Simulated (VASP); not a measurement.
# As (P6/mmm) in VASP: a series of runs

As is run at these levels: PBE; tasks: single point.

Everything below comes from runs of VASP 6.6.1. Logs are shortened: lines on timing, memory, paths and dates and some standing lists are left out, and cuts for length are marked.

## (1) The cell of the first run

It takes space group P6/mmm (No. 191, hexagonal). The conventional cell has a = 3.853 Å, b = 3.853 Å, c = 2.250 Å, α = 90.00°, β = 90.00°, γ = 120.00°. Within 3.0 Å of As (site symmetry 6/mmm) lie 14 As at 2.25 to 2.49 Å. Within 2.9 Å of As (site symmetry -6m2) lie 11 As at 2.22 to 2.49 Å.

## (2) Single point, PBE

INCAR reads:

```
SYSTEM = As
PREC     = Accurate       ! precision mode
ENCUT    = 520            ! plane-wave cutoff, eV
EDIFF    = 1E-7           ! SCF threshold, eV
ISMEAR   = -1             ! smearing method
SIGMA    = 0.1            ! smearing width, eV
LREAL    = .FALSE.        ! projectors in reciprocal space
LASPH    = .TRUE.         ! aspherical terms in the spheres
NELM     = 60             ! most SCF steps
ALGO     = Normal         ! electronic algorithm
ISIF     = 2              ! what is computed and relaxed
LWAVE    = .FALSE.        ! write WAVECAR
LCHARG   = .FALSE.        ! write CHGCAR
GGA      = PE             ! functional
NBANDS   = 14             ! bands
```

KPOINTS reads:

```
regular mesh
0
G
  8 8 10
  0 0 0
```

POSCAR reads:

```
As
1.0
    3.8527620977      0.0000000000      0.0000000000
   -1.9263810488      3.3365898513      0.0000000000
    0.0000000000      0.0000000000      2.2502727027
As
3
Direct
    0.0000000000      0.0000000000      0.0000000000
    0.3333333333      0.6666666667      0.5000000000
    0.6666666667      0.3333333333      0.5000000000
```

Potentials or basis: VASP PAW PBE potentials, release 64 (As).

The run is started by

```
$ cat potpaw_PBE.64/As/POTCAR > POTCAR
$ mpirun -np 1 vasp_std > vasp.out
```

OUTCAR:

```text
SYSTEM = As
   PREC = Accurate
   ENCUT = 520
   EDIFF = 1E-7
   ISMEAR = -1
   LREAL = .FALSE.
   LASPH = .TRUE.
   NELM = 60
   ISIF = 2
   GGA = PE

 ion  position               nearest neighbor table
   1  0.000  0.000  0.000-   2 2.49   3 2.49   2 2.49   3 2.49   2 2.49   2 2.49   3 2.49   3 2.49
                             3 2.49   3 2.49   2 2.49   2 2.49
   2  0.333  0.667  0.500-   3 2.22   3 2.22   3 2.22   1 2.49   1 2.49   1 2.49   1 2.49   1 2.49
                             1 2.49
   3  0.667  0.333  0.500-   2 2.22   2 2.22   2 2.22   1 2.49   1 2.49   1 2.49   1 2.49   1 2.49
                             1 2.49

  LATTYP: Found a hexagonal cell.
 ALAT       =     3.8527620977
 C/A-ratio  =     0.5840673900

  Lattice vectors:

 A1 = (   3.8527620977,   0.0000000000,   0.0000000000)
 A2 = (  -1.9263810488,   3.3365898513,   0.0000000000)
 A3 = (   0.0000000000,   0.0000000000,   2.2502727027)

Analysis of symmetry for initial positions (statically):
=====================================================================
 Subroutine PRICEL returns:
 Original cell was already a primitive cell.

 Routine SETGRP: Setting up the symmetry group for a
 hexagonal supercell.

 Subroutine GETGRP returns: Found 24 space group operations
 (whereof 24 operations were pure point group operations)
 out of a pool of 24 trial point group operations.

The static configuration has the point symmetry D_6h.

Analysis of symmetry for dynamics (positions and initial velocities):
=====================================================================
 Subroutine PRICEL returns:
 Original cell was already a primitive cell.

 Routine SETGRP: Setting up the symmetry group for a
 hexagonal supercell.

 Subroutine GETGRP returns: Found 24 space group operations
 (whereof 24 operations were pure point group operations)
 out of a pool of 24 trial point group operations.

The dynamic configuration has the point symmetry D_6h.

 Subroutine INISYM returns: Found 24 space group operations
 (whereof 24 operations are pure point group operations),
 and found     1 'primitive' translations

----------------------------------------------------------------------------------------

                                     Primitive cell

  volume of cell :      28.9275

  direct lattice vectors                    reciprocal lattice vectors
     3.852762098  0.000000000  0.000000000     0.259554048  0.149853600  0.000000000
    -1.926381049  3.336589851  0.000000000     0.000000000  0.299707199  0.000000000
     0.000000000  0.000000000  2.250272703     0.000000000  0.000000000  0.444390584

  length of vectors
     3.852762098  3.852762098  2.250272703     0.299707199  0.299707199  0.444390584

  position of ions in fractional coordinates (direct lattice)
     0.000000000  0.000000000  0.000000000
     0.333333333  0.666666667  0.500000000
     0.666666667  0.333333333  0.500000000

  ion indices of the primitive-cell ions
   primitive index   ion index
                 1           1
                 2           2
                 3           3

----------------------------------------------------------------------------------------

 KPOINTS: regular mesh

Automatic generation of k-mesh.
 Grid dimensions read from file:
 generate k-points for:    8    8   10

 Generating k-lattice:

  Cartesian coordinates                     Fractional coordinates (reciprocal lattice)
     0.032444256  0.018731700  0.000000000     0.125000000  0.000000000  0.000000000
     0.000000000  0.037463400  0.000000000     0.000000000  0.125000000  0.000000000
     0.000000000  0.000000000  0.044439058     0.000000000  0.000000000  0.100000000

  Length of vectors
     0.037463400  0.037463400  0.044439058

  Shift w.r.t. Gamma in fractional coordinates (k-lattice)
     0.000000000  0.000000000  0.000000000

 Subroutine IBZKPT returns following result:
 ===========================================

 Found     60 irreducible k-points:

 Following reciprocal coordinates:
            Coordinates               Weight
  0.000000  0.000000  0.000000      1.000000
  0.125000 -0.000000  0.000000      6.000000
  0.250000 -0.000000  0.000000      6.000000
  0.375000 -0.000000  0.000000      6.000000
  0.500000 -0.000000  0.000000      3.000000
  0.125000  0.125000  0.000000      6.000000
[... 16 lines left out ...]
  0.250000 -0.000000  0.200000     12.000000
  0.375000 -0.000000  0.200000     12.000000
 [... further k-points ...]
   k-points           NKPTS =     60   k-points in BZ     NKDIM =     60   number of bands    NBANDS=     14
   number of dos      NEDOS =    301   number of ions     NIONS =      3
   total plane-waves  NPLWV =  16200
   dimension x,y,z NGX =    30 NGY =   30 NGZ =   18
   dimension x,y,z NGXF=    60 NGYF=   60 NGZF=   36
   ions per type =               3
   NGX,Y,Z   is equivalent  to a cutoff of  12.94, 12.94, 13.30 a.u.
   NGXF,Y,Z  is equivalent  to a cutoff of  25.89, 25.89, 26.60 a.u.
 SYSTEM =  As
   PREC   = accura    normal or accurate (medium, high low for compatibility)
   ISTART =      0    job   : 0-new  1-cont  2-samecut
   ICHARG =      2    charge: 1-file 2-atom 10-const
   ISPIN  =      1    spin polarized calculation?
   LNONCOLLINEAR =      F non collinear calculations
   LSORBIT =      F    spin-orbit coupling
   LASPH  =      T    aspherical Exc in radial PAW
   ENCUT  =  520.0 eV  38.22 Ry    6.18 a.u.   7.16  7.16  4.18*2*pi/ulx,y,z
   NELM   =     60;   NELMIN=  2; NELMDL= -5     # of ELM steps
   EDIFF  = 0.1E-06   stopping-criterion for ELM
   LREAL  =      F    real-space projection
   EDIFFG = 0.1E-05   stopping-criterion for IOM
   NSW    =      0    number of steps for IOM
   IBRION =     -1    ionic relax: 0-MD 1-quasi-New 2-CG
   NFREE  =      0    steps in history (QN), initial steepest desc. (CG)
   ISIF   =      2    stress and relaxation
   ISYM   =      2    0-nonsym 1-usesym 2-fastsym
   POTIM  = 0.5000    time-step for ionic-motion
   TEBEG  =    0.0;   TEEND  =   0.0 temperature during run
   PSTRESS=    0.0 pullay stress
   NELECT =      15.0000    total number of electrons
   NUPDOWN=      -1.0000    fix difference up-down
   EMIN   =  10.00;   EMAX   =-10.00  energy-range for DOS
   EFERMI =   0.00;   METHOD = LEGACY
   ISMEAR =    -1;   SIGMA  =   0.10  broadening in eV -4-tet -1-fermi 0-gaus
   EFERMI_NEDOS =   21; number of points for ismear=-14 and -15
   IALGO  =     38    algorithm
   IMIX   =      4    mixing-type and parameters
     AMIX     =   0.40;   BMIX     =  1.00
     AMIX_MAG =   1.60;   BMIX_MAG =  1.00
  volume/ion in A,a.u.               =       9.64        65.07
  Fermi-wavevector in a.u.,A,eV,Ry     =   1.315230  2.485425 23.535782  1.729831
  Thomas-Fermi vector in A             =   2.445428
   LORBIT       =      0    0 simple, 1 ext, 2 COOP (PROOUT), +10 PAW based schemes
   GGA     = PE    functional components
[... 5 lines left out ...]
 non-spin polarized calculation
  energy-cutoff  :      520.00
  volume of cell :       28.93
 maximum number of plane-waves:       800
 NGX is ok and might be reduce to    30
   NGX = 15   NGY = 15   NGZ =  9

 number of electron      14.9999999 magnetization

 Free energy of the ion-electron system (eV)
  ---------------------------------------------------
  ext. energy  EPLUGINS =         0.00000000
  ---------------------------------------------------
  free energy    TOTEN  =        -0.45807702 eV

  energy without entropy =       -0.43714110  energy(sigma->0) =       -0.44760906

 E-fermi :  17.3129     XC(G=0): -13.9979

 val. band max:       17.2884474630   @ k =   0.1250  -0.0000   0.4000
 cond. band min:      17.4653557906   @ k =   0.1250   0.1250   0.4000
 fundamental gap:      0.1769083277
 Fermi energy:        17.3129274471

 k-point     1 :       0.0000    0.0000    0.0000
  band No.  band energies     occupation
      1      -6.8328      2.00000
      2       6.5378      2.00000
      3       6.5740      2.00000
      4       7.2612      2.00000
      5       7.2612      2.00000
      6       7.5174      2.00000
      7       7.5174      2.00000
      8      21.2935      0.00000
      9      25.7110      0.00000
     10      30.3925      0.00000
     11      30.3925      0.00000
     12      32.5156      0.00000
     13      32.5945      0.00000
     14      33.8919      0.00000

 k-point     2 :       0.1250   -0.0000    0.0000
  band No.  band energies     occupation
      1      -6.6166      2.00000
      2       3.8342      2.00000
      3       5.3703      2.00000
      4       5.7862      2.00000
      5       8.7077      2.00000
      6       9.4125      2.00000
      7      10.7866      2.00000
      8      21.5281      0.00000
      9      25.7568      0.00000
     10      27.9921      0.00000
     11      28.5195      0.00000
     12      31.3372      0.00000
     13      31.8661      0.00000
     14      32.8611      0.00000

 k-point     3 :       0.2500   -0.0000    0.0000
  band No.  band energies     occupation
      1      -5.9671      2.00000
      2       1.0119      2.00000
      3       4.3756      2.00000
      4       4.6304      2.00000
      5      10.9755      2.00000
      6      11.8257      2.00000
      7      14.7268      2.00000
      8      22.2250      0.00000
      9      23.8632      0.00000
     10      24.8729      0.00000
     11      26.5180      0.00000
     12      29.0574      0.00000
     13      30.9290      0.00000
     14      31.7521      0.00000

 k-point     4 :       0.3750   -0.0000    0.0000
  band No.  band energies     occupation
      1      -4.8816      2.00000
      2      -1.3904      2.00000
      3       3.7799      2.00000
      4       3.9295      2.00000
      5      13.6759      2.00000
      6      14.6120      2.00000
      7      18.8233      0.00000
      8      20.2289      0.00000
      9      21.1886      0.00000
     10      23.3658      0.00000
     11      26.8427      0.00000
     12      26.8874      0.00000
     13      29.8875      0.00000
     14      30.2966      0.00000

 k-point     5 :       0.5000   -0.0000    0.0000
  band No.  band energies     occupation
      1      -3.3921      2.00000
      2      -3.3204      2.00000
      3       3.5820      2.00000
      4       3.6946      2.00000
      5      16.6531      1.99728
      6      16.9076      1.96585
      7      17.6564      0.06245
      8      17.8338      0.01087
      9      21.6266      0.00000
     10      24.8926      0.00000
     11      24.9472      0.00000
[... 276 lines left out ...]
 k-point    22 :       0.1250   -0.0000    0.2000
  band No.  band energies     occupation
      1      -5.4025      2.00000
      2       5.0161      2.00000
      3       6.4838      2.00000
      4       7.0251      2.00000
      5       9.8231      2.00000
      6      10.6007      2.00000
      7      11.9070      2.00000
      8      12.9737      2.00000
      9      23.0766      0.00000
     10      24.1755      0.00000
     11      25.1599      0.00000
     12      26.6394      0.00000
     13      28.4485      0.00000
     14      29.2704      0.00000

 k-point    23 :       0.2500   -0.0000    0.2000
  band No.  band energies     occupation
      1      -4.7519      2.00000
      2       2.2154      2.00000
      3       5.4927      2.00000
      4       5.8901      2.00000
      5      12.0396      2.00000
      6      12.9654      2.00000
      7      13.5881      2.00000
      8      15.7061      2.00000
      9      20.7167      0.00000
     10      23.0582      0.00000
     11      23.8759      0.00000
     12      24.9797      0.00000
     13      26.8595      0.00000
     14      30.4624      0.00000

 k-point    24 :       0.3750   -0.0000    0.2000
  band No.  band energies     occupation
      1      -3.6653      2.00000
      2      -0.1779      2.00000
      3       4.8967      2.00000
      4       5.2009      2.00000
      5      14.4241      2.00000
      6      14.8172      2.00000
      7      15.6805      2.00000
      8      17.7254      0.03183
      9      20.5840      0.00000
     10      21.1001      0.00000
     11      21.7774      0.00000
     12      23.0519      0.00000
     13      24.7019      0.00000
     14      30.4155      0.00000

 [... further k-points ...]
[... 5 lines left out ...]
  --------------------------------------------------------------------------------------
  -------------------------------------------------------------------------------------
  Total       46.0433271     46.0433271     46.0647091      0.0000000     -0.0000000      0.0000000
  in kB     2550.1581313   2550.1581313   2551.3423971      0.0000000     -0.0000000      0.0000000
  external PRESSURE =    2550.5528866 kB  Pullay stress =       0.0000000 kB

 VOLUME and BASIS-vectors are now :
 -----------------------------------------------------------------------------
  energy-cutoff  :      520.00
  volume of cell :       28.93
      direct lattice vectors                 reciprocal lattice vectors
     3.852762098  0.000000000  0.000000000     0.259554048  0.149853600  0.000000000
    -1.926381049  3.336589851  0.000000000     0.000000000  0.299707199  0.000000000
     0.000000000  0.000000000  2.250272703     0.000000000  0.000000000  0.444390584

 POSITION                                       TOTAL-FORCE (eV/Angst)
 -----------------------------------------------------------------------------------
      0.00000      0.00000      0.00000        -0.000000      0.000000      0.000000
     -0.00000      2.22439      1.12514         0.000000     -0.000000      0.000000
      1.92638      1.11220      1.12514        -0.000000      0.000000      0.000000
 -----------------------------------------------------------------------------------
    total drift:                               -0.000000      0.000000     -0.000000

  FREE ENERGIE OF THE ION-ELECTRON SYSTEM (eV)
  ---------------------------------------------------
  free  energy   TOTEN  =        -0.4580770170 eV

  energy  without entropy=       -0.4371410991  energy(sigma->0) =       -0.44760906
```

Run time: 23 s. Hardware: 1 thread of Intel Xeon Platinum 8259CL at 2.50GHz (Skylake/Cascade Lake), shared host; peak memory 0.15 GiB.

Results:

* Free energy: -0.4581 eV
* Pressure: 255.1 GPa

(Part 1 of 2 ends here.)
